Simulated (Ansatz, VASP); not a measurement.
# One calculation of Be2C, two programs

```
Be C
1.0
     0.00000    2.17219    2.17219
     2.17219    0.00000    2.17219
     2.17219    2.17219    0.00000
Be C
2 1
Direct
  0.25000 0.25000 0.25000
  0.75000 0.75000 0.75000
  0.00000 0.00000 0.00000
```

Alike in both runs: task single point; functional r2SCAN; k mesh 7 × 7 × 7; no spin polarisation.

|  | VASP | Ansatz |
| --- | --- | --- |
| version | VASP 6.6.1 | Ansatz 0.2.0 |
| potentials or method | VASP PAW PBE potentials, release 64 (Be, C), cutoff 660 eV | plane waves, PAW |
| occupations | gaussian, width 0.01 eV | fixed |
| valence electrons in the cell | 8 | 8 |

|  | VASP | Ansatz | Ansatz less VASP |
| --- | --- | --- | --- |
| pressure (GPa) | -2.5 | -3.3 | -0.78 |

VASP's potentials were made for PBE, not for r2SCAN.
